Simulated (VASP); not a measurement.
Set up this calculation in VASP 6.6.1, as the native input.

| Quantity | Value |
| --- | --- |
| Task | single point |
| Functional | PBE |
| Dispersion | D3(BJ) |
| Potentials or basis | VASP PAW PBE potentials, release 64 (W_sv, C) |
| Cutoff | 520 eV |
| k mesh | 2 × 2 × 2 |
| Occupations | fermi-dirac, width 0.17 eV |
| Spin | no spin polarisation |
| Dipole correction | no |
| Further INCAR settings | LREAL = Auto; ALGO = Normal; EDIFF = 1e-07; NBANDS = 86 |

The structure of WC lies in POSCAR:

```
WC
1.0
   -2.9500810000     -5.1096900000      0.0000000000
    4.4251220000     -2.5548450000      0.0000000000
    0.0000000000      0.0000000000      5.7915040000
W C
8 8
Direct
    0.7418082776      0.5029227455     -0.0232927405
    0.7451746980      0.5272681111      0.5092286909
    0.4726534077      0.0160822318     -0.0098247364
    0.4939894859      0.0367015862      0.4856596836
    0.2463391132      0.5528255125      0.0073728689
    0.2506956225      0.5090418733      0.4886122845
   -0.0154831668      0.0125699142     -0.0280583420
   -0.0094851039      0.0212012630      0.4846582166
    0.5052718676      0.6991881662      0.2740393514
    0.5007752726      0.7106081181      0.7810751749
    0.2345841548      0.1568187855      0.2222911354
    0.2543822810      0.1810228811      0.7461619641
    0.0060808073      0.6953568453      0.2406801411
    0.0047659367      0.7048754586      0.7320896265
    0.7470135269      0.1861531529      0.2120001989
    0.7333095815      0.1843616206      0.7324176932
```

These files were run (other wordings do the same):

INCAR

```
SYSTEM = WC
ALGO = Normal
EDIFF = 1E-7
ENCUT = 520
GGA = PE
ISIF = 2
ISMEAR = -1
IVDW = 12
LASPH = .TRUE.
LCHARG = .TRUE.
LELF = .TRUE.
LREAL = Auto
LVHAR = .TRUE.
LWAVE = .FALSE.
NBANDS = 86
NELM = 60
PREC = Accurate
SIGMA = 0.17
```

KPOINTS

```
k-points
0
G
  2 2 2
  0 0 0
```

Potentials or basis: VASP PAW PBE potentials, release 64 (W_sv, C).

Command:

```sh
$ cat potpaw_PBE.64/W_sv/POTCAR potpaw_PBE.64/C/POTCAR > POTCAR
$ mpirun -np 1 vasp_std > vasp.out
```

Results of the run:

| Property | Result |
| --- | --- |
| Pressure | -10.6 GPa |
| Largest force | 4.533 eV/Å |
| Band gap on the k mesh | zero (band 72 reaches 10.89 eV, above the bottom of band 73 at 10.54 eV) |
| Dispersion energy per atom | -0.439 eV |

Caveat: the k points lie up to 0.61 Å⁻¹ apart; spin-orbit coupling is left out, which moves the levels of the heavy elements; pairwise dispersion overbinds metals, which lowers pressure and volume; forces of over 1 eV/Å act on the atoms, so gaps and moduli don't describe the material at rest.

Wall time 4.2 min on 1 thread of Intel(R) Xeon(R) 6975P-C (Granite Rapids) (shared host), peak memory 0.31 GiB.
